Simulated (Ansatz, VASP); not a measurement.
Two plane-wave programs on Os

File INCAR:

```
ALGO = Normal
EDIFF = 1E-6
ENCUT = 520
GGA = CA
ISIF = 2
ISMEAR = -1
LASPH = True
LCHARG = True
LELF = True
LREAL = False
LVHAR = True
LWAVE = False
NBANDS = 10
NELM = 80
PREC = Accurate
SIGMA = 0.05
```

The input KPOINTS:

```
k-points
0
Gamma
  17 17 17
```

File POSCAR:

```
Os
1.0
    2.1227183344      0.0000000000      0.0000000000
    0.0000000000      2.1227183344      0.0000000000
    0.0000000000      0.0000000000      2.1227183344
Os
1
Direct
    0.0000000000      0.0000000000      0.0000000000
```

Input for Ansatz:

```yaml
crystal:
  lattice:
    - [2.1227183344, 0.0, 0.0]
    - [0.0, 2.1227183344, 0.0]
    - [0.0, 0.0, 2.1227183344]
  atoms:
    - { symbol: Os, position: [0.0, 0.0, 0.0] }
kpoints:
  mp_grid: { grid: [17, 17, 17] }
scf:
  occupations: { method: fermi_dirac, width: 0.05 }
hamiltonian:
  xc: lda
  pseudopotentials: { kind: paw }
output:
  forces: true
  stress: true
  eigenvalues: true
  populations: true
  write_density: true
  write_potential: true
  elf: true
  volumetric_format: npy
```

Change from the starting cell: volume scaled by 0.6, PAW files.

Alike in both runs: task single point; functional LDA; k mesh 17 × 17 × 17; occupations fermi-dirac, width 0.05 eV; no spin polarisation.

```csv
,VASP,Ansatz
version,VASP 6.6.1,Ansatz 0.2.0
potentials or method,"VASP PAW LDA potentials, release 64 (Os)","PAW with Ansatz's default frozen-core files, scalar-relativistic"
plane-wave cutoff (eV),520,420
valence electrons in the cell,8,16
```

|  | VASP | Ansatz | Ansatz less VASP |
| --- | --- | --- | --- |
| pressure (GPa) | 488.9 | 495.3 | +6.32 |

LDA's correlation is that of Perdew and Zunger in VASP and of Perdew and Wang (1992) in Ansatz. Both programs put the cell under a high pressure, so it lies far from rest at this level. VASP's potentials hold 8 valence electrons a cell and Ansatz's 16, so a difference there can come from the potentials and not from the codes.

Neither program's run includes spin-orbit coupling. Noted on VASP's run: the cell as given lies far from equilibrium.
